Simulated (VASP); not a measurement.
# Tl (P6_3/mmc) in VASP: notebook

Tl is run at these levels: r2SCAN; tasks: single point.

Everything below comes from runs of VASP 6.6.1. Logs are shortened: lines on timing, memory, paths and dates and some standing lists are left out, and cuts for length are marked.

## (1) The cell of the first run

The structure is hexagonal, space group P6_3/mmc (No. 194). The conventional cell has a = 3.456 Å, b = 3.456 Å, c = 5.525 Å, α = 90.00°, β = 90.00°, γ = 120.00°. Within 4.5 Å of Tl (site symmetry -6m2) lie 12 Tl at 3.41 to 3.46 Å.

## (2) Single point, r2SCAN

Input file POSCAR:

```
Tl
1.0
    3.4559983565      0.0000000000      0.0000000000
   -1.7279991783      2.9929823722      0.0000000000
    0.0000000000      0.0000000000      5.5250000000
Tl
2
Direct
    0.3333333333      0.6666666667      0.2500000000
    0.6666666667      0.3333333333      0.7500000000
```

Input file INCAR.step1:

```
SYSTEM = Tl
ALGO = Normal
EDIFF = 1E-4
ENCUT = 520
GGA = PE
ISMEAR = 0
LASPH = .True.
LCHARG = .False.
LREAL = .False.
LWAVE = .True.
NBANDS = 20
NELM = 100
PREC = Accurate
SIGMA = 0.15
```

Input file INCAR.step2:

```
SYSTEM = Tl
ALGO = Normal
EDIFF = 1E-7
ENCUT = 520
ISIF = 2
ISMEAR = 0
ISTART = 1
LASPH = .True.
LCHARG = .True.
LELF = .True.
LMIXTAU = .True.
LREAL = .False.
LVHAR = .True.
LWAVE = .False.
METAGGA = R2SCAN
NBANDS = 20
NELM = 100
PREC = Accurate
SIGMA = 0.15
```

Input file KPOINTS:

```
k-points
0
Gamma
  18 18 10
  0 0 0
```

Potentials or basis: VASP PAW PBE potentials, release 64 (Tl_d).

Started as:

```sh
$ cat potpaw_PBE.64/Tl_d/POTCAR > POTCAR
$ cp INCAR.step1 INCAR
$ mpirun -np 1 vasp_std > vasp.out
$ cp INCAR.step2 INCAR
$ mpirun -np 1 vasp_std > vasp.out
```

OUTCAR:

```text
SYSTEM = Tl
   EDIFF = 1E-7
   ENCUT = 520
   ISIF = 2
   ISMEAR = 0
   ISTART = 1
   LASPH = .True.
   LREAL = .False.
   METAGGA = R2SCAN
   NELM = 100
   PREC = Accurate

 ion  position               nearest neighbor table
   1  0.333  0.667  0.250-   2 3.41   2 3.41   2 3.41   2 3.41   2 3.41   2 3.41
   2  0.667  0.333  0.750-   1 3.41   1 3.41   1 3.41   1 3.41   1 3.41   1 3.41

  LATTYP: Found a hexagonal cell.
 ALAT       =     3.4559983565
 C/A-ratio  =     1.5986697417

  Lattice vectors:

 A1 = (   3.4559983565,   0.0000000000,   0.0000000000)
 A2 = (  -1.7279991783,   2.9929823722,   0.0000000000)
 A3 = (   0.0000000000,   0.0000000000,   5.5250000000)

Analysis of symmetry for initial positions (statically):
=====================================================================
 Subroutine PRICEL returns:
 Original cell was already a primitive cell.

 Routine SETGRP: Setting up the symmetry group for a
 hexagonal supercell.

 Subroutine GETGRP returns: Found 24 space group operations
 (whereof 12 operations were pure point group operations)
 out of a pool of 24 trial point group operations.

The static configuration has the point symmetry D_3d.
 The point group associated with its full space group is D_6h.

Analysis of symmetry for dynamics (positions and initial velocities):
=====================================================================
 Subroutine PRICEL returns:
 Original cell was already a primitive cell.

 Routine SETGRP: Setting up the symmetry group for a
 hexagonal supercell.

 Subroutine GETGRP returns: Found 24 space group operations
 (whereof 12 operations were pure point group operations)
 out of a pool of 24 trial point group operations.

The dynamic configuration has the point symmetry D_3d.
 The point group associated with its full space group is D_6h.

 Subroutine INISYM returns: Found 24 space group operations
 (whereof 12 operations are pure point group operations),
 and found     1 'primitive' translations

----------------------------------------------------------------------------------------

                                     Primitive cell

  volume of cell :      57.1492

  direct lattice vectors                    reciprocal lattice vectors
     3.455998356  0.000000000  0.000000000     0.289351989  0.167057449  0.000000000
    -1.727999178  2.992982372  0.000000000     0.000000000  0.334114898  0.000000000
     0.000000000  0.000000000  5.525000000     0.000000000  0.000000000  0.180995475

  length of vectors
     3.455998356  3.455998357  5.525000000     0.334114898  0.334114898  0.180995475

  position of ions in fractional coordinates (direct lattice)
     0.333333333  0.666666667  0.250000000
     0.666666667  0.333333333  0.750000000

  ion indices of the primitive-cell ions
   primitive index   ion index
                 1           1
                 2           2

----------------------------------------------------------------------------------------

 KPOINTS: k-points

Automatic generation of k-mesh.
 Grid dimensions read from file:
 generate k-points for:   18   18   10

 Generating k-lattice:

  Cartesian coordinates                     Fractional coordinates (reciprocal lattice)
     0.016075111  0.009280969  0.000000000     0.055555556  0.000000000  0.000000000
     0.000000000  0.018561939  0.000000000     0.000000000  0.055555556  0.000000000
     0.000000000  0.000000000  0.018099548     0.000000000  0.000000000  0.100000000

  Length of vectors
     0.018561939  0.018561939  0.018099548

  Shift w.r.t. Gamma in fractional coordinates (k-lattice)
     0.000000000  0.000000000  0.000000000

 Subroutine IBZKPT returns following result:
 ===========================================

 Found    222 irreducible k-points:

 Following reciprocal coordinates:
            Coordinates               Weight
  0.000000  0.000000  0.000000      1.000000
  0.055556  0.000000  0.000000      6.000000
  0.111111  0.000000  0.000000      6.000000
  0.166667  0.000000  0.000000      6.000000
  0.222222  0.000000  0.000000      6.000000
  0.277778 -0.000000  0.000000      6.000000
[... 16 lines left out ...]
  0.333333  0.111111  0.000000     12.000000
  0.388889  0.111111  0.000000     12.000000
 [... further k-points ...]
   k-points           NKPTS =    222   k-points in BZ     NKDIM =    222   number of bands    NBANDS=     20
   number of dos      NEDOS =    301   number of ions     NIONS =      2
   total plane-waves  NPLWV =  32928
   dimension x,y,z NGX =    28 NGY =   28 NGZ =   42
   dimension x,y,z NGXF=    56 NGYF=   56 NGZF=   84
   ions per type =               2
   NGX,Y,Z   is equivalent  to a cutoff of  13.47, 13.47, 12.64 a.u.
   NGXF,Y,Z  is equivalent  to a cutoff of  26.94, 26.94, 25.28 a.u.
 SYSTEM =  Tl
   PREC   = accura    normal or accurate (medium, high low for compatibility)
   ISTART =      1    job   : 0-new  1-cont  2-samecut
   ICHARG =      0    charge: 1-file 2-atom 10-const
   ISPIN  =      1    spin polarized calculation?
   LNONCOLLINEAR =      F non collinear calculations
   LSORBIT =      F    spin-orbit coupling
   LASPH  =      T    aspherical Exc in radial PAW
   ENCUT  =  520.0 eV  38.22 Ry    6.18 a.u.   6.43  6.43 10.27*2*pi/ulx,y,z
   NELM   =    100;   NELMIN=  2; NELMDL=  0     # of ELM steps
   EDIFF  = 0.1E-06   stopping-criterion for ELM
   LREAL  =      F    real-space projection
   EDIFFG = 0.1E-05   stopping-criterion for IOM
   NSW    =      0    number of steps for IOM
   IBRION =     -1    ionic relax: 0-MD 1-quasi-New 2-CG
   NFREE  =      0    steps in history (QN), initial steepest desc. (CG)
   ISIF   =      2    stress and relaxation
   ISYM   =      2    0-nonsym 1-usesym 2-fastsym
   POTIM  = 0.5000    time-step for ionic-motion
   TEBEG  =    0.0;   TEEND  =   0.0 temperature during run
   PSTRESS=    0.0 pullay stress
   NELECT =      26.0000    total number of electrons
   NUPDOWN=      -1.0000    fix difference up-down
   EMIN   =  10.00;   EMAX   =-10.00  energy-range for DOS
   EFERMI =   0.00;   METHOD = LEGACY
   ISMEAR =     0;   SIGMA  =   0.15  broadening in eV -4-tet -1-fermi 0-gaus
   EFERMI_NEDOS =   21; number of points for ismear=-14 and -15
   IALGO  =     38    algorithm
   IMIX   =      4    mixing-type and parameters
     AMIX     =   0.40;   BMIX     =  1.00
     AMIX_MAG =   1.60;   BMIX_MAG =  1.00
  volume/ion in A,a.u.               =      28.57       192.83
  Fermi-wavevector in a.u.,A,eV,Ry     =   1.259107  2.379367 21.570001  1.585350
  Thomas-Fermi vector in A             =   2.392683
   LORBIT       =      0    0 simple, 1 ext, 2 COOP (PROOUT), +10 PAW based schemes
   METAGGA = R2SCAN    functional components
   LHFCALC =     F    Hartree Fock is set to
   AEXX    =    0.0000 exact exchange contribution
   IVDW    =     0    specifies the selected vdW correction
   LEPSILON=     F    determine dielectric tensor
   LRPA    =     F    only Hartree local field effects (RPA)
 non-spin polarized calculation
 Gauss-broadening in eV      SIGMA  =   0.15
  energy-cutoff  :      520.00
  volume of cell :       57.15
 maximum number of plane-waves:      1570
 NGX is ok and might be reduce to    28
   NGX = 13   NGY = 13   NGZ = 21

 number of electron      26.0000004 magnetization

 Free energy of the ion-electron system (eV)
  ---------------------------------------------------
  ext. energy  EPLUGINS =         0.00000000
  ---------------------------------------------------
  free energy    TOTEN  =      -106.34144291 eV

  energy without entropy =     -106.33201141  energy(sigma->0) =     -106.33672716

 E-fermi :   6.5938     XC(G=0): -10.8266

 val. band max:        6.5852821910   @ k =   0.3333   0.0556   0.0000
 cond. band min:       6.6147961079   @ k =   0.2778   0.1111   0.0000
 fundamental gap:      0.0295139169
 Fermi energy:         6.5937942890

 k-point     1 :       0.0000    0.0000    0.0000
  band No.  band energies     occupation
      1      -5.8275      2.00000
      2      -5.5977      2.00000
      3      -5.5816      2.00000
      4      -5.5816      2.00000
      5      -5.5266      2.00000
      6      -5.5266      2.00000
[... 12 lines left out ...]
     19      17.8568      0.00000
     20      17.9925      0.00000

 k-point     2 :       0.0556    0.0000    0.0000
  band No.  band energies     occupation
      1      -5.8162      2.00000
      2      -5.6178      2.00000
      3      -5.5678      2.00000
      4      -5.5585      2.00000
      5      -5.5274      2.00000
      6      -5.5137      2.00000
[... 12 lines left out ...]
     19      18.0024      0.00000
     20      18.3689      0.00000

 k-point     3 :       0.1111    0.0000    0.0000
  band No.  band energies     occupation
      1      -5.7912      2.00000
      2      -5.6398      2.00000
      3      -5.5379      2.00000
      4      -5.5279      2.00000
      5      -5.5146      2.00000
      6      -5.4898      2.00000
[... 12 lines left out ...]
     19      17.7496      0.00000
     20      18.9700      0.00000

 k-point     4 :       0.1667    0.0000    0.0000
  band No.  band energies     occupation
      1      -5.7829      2.00000
      2      -5.6396      2.00000
      3      -5.5450      2.00000
      4      -5.5287      2.00000
      5      -5.5085      2.00000
      6      -5.4661      2.00000
[... 12 lines left out ...]
     19      17.2145      0.00000
     20      19.0158      0.00000

 k-point     5 :       0.2222    0.0000    0.0000
  band No.  band energies     occupation
      1      -5.8097      2.00000
      2      -5.6275      2.00000
      3      -5.5811      2.00000
      4      -5.5382      2.00000
      5      -5.5366      2.00000
      6      -5.4006      2.00000
[... 12 lines left out ...]
     19      16.7782      0.00000
     20      18.4404      0.00000

 k-point     6 :       0.2778   -0.0000    0.0000
  band No.  band energies     occupation
      1      -5.8514      2.00000
      2      -5.6432      2.00000
      3      -5.6416      2.00000
      4      -5.5680      2.00000
      5      -5.4959      2.00000
      6      -5.3282      2.00000
[... 12 lines left out ...]
     19      16.2464      0.00000
     20      17.9040      0.00000

 k-point     7 :       0.3333    0.0000    0.0000
  band No.  band energies     occupation
      1      -5.8932      2.00000
      2      -5.7016      2.00000
      3      -5.6707      2.00000
      4      -5.5947      2.00000
      5      -5.4508      2.00000
      6      -5.3486      2.00000
[... 12 lines left out ...]
     19      15.7528      0.00000
     20      17.4768      0.00000
[... 277 lines left out ...]
 k-point    20 :       0.1667    0.1111    0.0000
  band No.  band energies     occupation
      1      -5.7568      2.00000
      2      -5.6795      2.00000
      3      -5.5987      2.00000
      4      -5.5539      2.00000
      5      -5.5067      2.00000
      6      -5.4216      2.00000
[... 12 lines left out ...]
     19      17.3392      0.00000
     20      17.6345      0.00000

 k-point    21 :       0.2222    0.1111    0.0000
  band No.  band energies     occupation
      1      -5.7961      2.00000
      2      -5.6600      2.00000
      3      -5.6559      2.00000
      4      -5.5760      2.00000
      5      -5.4909      2.00000
      6      -5.3616      2.00000
[... 12 lines left out ...]
     19      16.7490      0.00000
     20      17.3708      0.00000

 k-point    22 :       0.2778    0.1111    0.0000
  band No.  band energies     occupation
      1      -5.8360      2.00000
      2      -5.7195      2.00000
      3      -5.6503      2.00000
      4      -5.5937      2.00000
      5      -5.4585      2.00000
      6      -5.3546      2.00000
[... 12 lines left out ...]
     19      16.3232      0.00000
     20      17.1290      0.00000

 k-point    23 :       0.3333    0.1111    0.0000
  band No.  band energies     occupation
      1      -5.8685      2.00000
      2      -5.7684      2.00000
      3      -5.6579      2.00000
      4      -5.6060      2.00000
      5      -5.4211      2.00000
      6      -5.3847      2.00000
[... 12 lines left out ...]
     19      16.0294      0.00000
     20      16.9490      0.00000

 k-point    24 :       0.3889    0.1111    0.0000
  band No.  band energies     occupation
      1      -5.8897      2.00000
      2      -5.8002      2.00000
      3      -5.6668      2.00000
      4      -5.6131      2.00000
      5      -5.4042      2.00000
      6      -5.3937      2.00000
[... 12 lines left out ...]
     19      15.8556      0.00000
     20      16.8395      0.00000

 [... further k-points ...]
[... 5 lines left out ...]
  --------------------------------------------------------------------------------------
  -------------------------------------------------------------------------------------
  Total        0.7071658      0.7071658      0.6002651     -0.0000000     -0.0000000      0.0000000
  in kB       19.8253959     19.8253959     16.8284340     -0.0000000     -0.0000000      0.0000000
  external PRESSURE =      18.8264086 kB  Pullay stress =       0.0000000 kB

 VOLUME and BASIS-vectors are now :
 -----------------------------------------------------------------------------
  energy-cutoff  :      520.00
  volume of cell :       57.15
      direct lattice vectors                 reciprocal lattice vectors
     3.455998356  0.000000000  0.000000000     0.289351989  0.167057449  0.000000000
    -1.727999178  2.992982372  0.000000000     0.000000000  0.334114898  0.000000000
     0.000000000  0.000000000  5.525000000     0.000000000  0.000000000  0.180995475

 POSITION                                       TOTAL-FORCE (eV/Angst)
 -----------------------------------------------------------------------------------
     -0.00000      1.99532      1.38125         0.000000      0.000000      0.000000
      1.72800      0.99766      4.14375        -0.000000      0.000000      0.000000
 -----------------------------------------------------------------------------------
    total drift:                                0.000000     -0.000000      0.000000

  FREE ENERGIE OF THE ION-ELECTRON SYSTEM (eV)
  ---------------------------------------------------
  free  energy   TOTEN  =      -106.3414429109 eV

  energy  without entropy=     -106.3320114137  energy(sigma->0) =     -106.33672716
```

Run time: 11 min. Hardware: 1 thread of Intel Xeon Platinum 8375C at 2.90GHz (Ice Lake), shared host; peak memory 0.33 GiB.

What came out:

```yaml
Free_energy: -106.3414 eV
Pressure: 1.9 GPa
Band_gap_on_the_k_mesh: zero (band 13 reaches 10.20 eV, above the bottom of band 14 at 4.24 eV)
```

Levels at points of the mesh, in eV from the Fermi level:
| k point | band 9 | band 10 | band 11 | band 12 | band 13 | band 14 | band 15 | band 16 | band 17 | band 18 |
| --- | --- | --- | --- | --- | --- | --- | --- | --- | --- | --- |
| (0.00, 0.00, 0.00) | -11.70 | -11.70 | -10.50 | -5.41 | -2.94 | 8.19 | 8.19 | 10.35 | 10.35 | 10.91 |
| (0.50, 0.00, 0.00) | -11.66 | -11.65 | -6.11 | -4.94 | -0.76 | 0.50 | 1.36 | 3.97 | 3.99 | 8.44 |
| (0.00, 0.00, 0.50) | -11.82 | -11.82 | -9.01 | -9.01 | 3.46 | 3.46 | 9.20 | 9.20 | 9.20 | 9.20 |
| (0.50, 0.00, 0.50) | -11.67 | -11.67 | -5.02 | -5.02 | -2.36 | -2.36 | 5.70 | 5.70 | 6.32 | 6.32 |

Caveat: the PAW data sets were made with another functional, which shifts forces and pressure a little; spin-orbit coupling is left out, which moves the levels of the heavy elements.

## (3) Single point, r2SCAN

POSCAR is that of step 2.

Input file INCAR.step1:

```
SYSTEM = Tl
ALGO = Normal
EDIFF = 1E-4
ENCUT = 520
GGA = PE
ISMEAR = 0
LASPH = .TRUE.
LCHARG = .FALSE.
LREAL = .FALSE.
LWAVE = .TRUE.
NBANDS = 20
NELM = 100
PREC = Accurate
SIGMA = 0.15
```

Input file INCAR.step2:

```
SYSTEM = Tl
ALGO = Normal
EDIFF = 1E-7
ENCUT = 520
ISIF = 2
ISMEAR = 0
ISTART = 1
LASPH = .TRUE.
LCHARG = .FALSE.
LMIXTAU = .TRUE.
LREAL = .FALSE.
LWAVE = .FALSE.
METAGGA = R2SCAN
NBANDS = 20
NELM = 100
PREC = Accurate
SIGMA = 0.15
```

Input file KPOINTS:

```
k-points
0
G
  15 15 10
  0 0 0
```

Potentials or basis: VASP PAW PBE potentials, release 64 (Tl_d).

Started as:

```sh
$ cat potpaw_PBE.64/Tl_d/POTCAR > POTCAR
$ cp INCAR.step1 INCAR
$ mpirun -np 1 vasp_std > vasp.out
$ cp INCAR.step2 INCAR
$ mpirun -np 1 vasp_std > vasp.out
```

Run time: 7.9 min. Hardware: 1 thread of Intel Xeon Platinum 8375C at 2.90GHz (Ice Lake), shared host; peak memory 0.28 GiB.

The run converged. Its results:

| Property | Result |
| --- | --- |
| Free energy | -106.3438 eV |
| Pressure | 1.8 GPa |
| Band gap on the k mesh | zero (band 13 reaches 10.19 eV, above the bottom of band 14 at 4.31 eV) |

Stress tensor (GPa, compression positive):
```
1.98 0.00 0.00
0.00 1.98 0.00
0.00 0.00 1.57
```

Levels at points of the mesh, in eV from the Fermi level:
| k point | band 11 | band 12 | band 13 | band 14 | band 15 | band 16 |
| --- | --- | --- | --- | --- | --- | --- |
| (0.00, 0.00, 0.00) | -10.48 | -5.39 | -2.92 | 8.21 | 8.21 | 10.37 |
| (0.00, 0.00, 0.50) | -8.99 | -8.99 | 3.48 | 3.48 | 9.22 | 9.22 |

Caveat: the PAW data sets were made with another functional, which shifts forces and pressure a little; spin-orbit coupling is left out, which moves the levels of the heavy elements.
